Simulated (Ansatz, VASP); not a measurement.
**Be2C: VASP beside Ansatz**

```xyz
3
Lattice="0.0000 2.2144 2.2144 2.2144 0.0000 2.2144 2.2144 2.2144 0.0000" Properties=species:S:1:pos:R:3 pbc="T T T"
Be    1.1072    1.1072    1.1072
Be    3.3216    3.3216    3.3216
C     0.0000    0.0000    0.0000
```

Alike in both runs: task single point; functional r2SCAN; k mesh 7 × 7 × 7; no spin polarisation.

|  | VASP | Ansatz |
| --- | --- | --- |
| version | VASP 6.6.1 | Ansatz 0.2.0 |
| potentials or method | VASP PAW PBE potentials, release 64 (Be, C), cutoff 660 eV | plane waves, PAW |
| occupations | gaussian, width 0.01 eV | fixed |
| valence electrons in the cell | 8 | 8 |

VASP gave:

| Item | Value |
| --- | --- |
| pressure (GPa) | -12.7 |

Task: Estimate Ansatz's values.

Result: Pressure (GPa): -13.4.

VASP's potentials were made for PBE, not for r2SCAN.
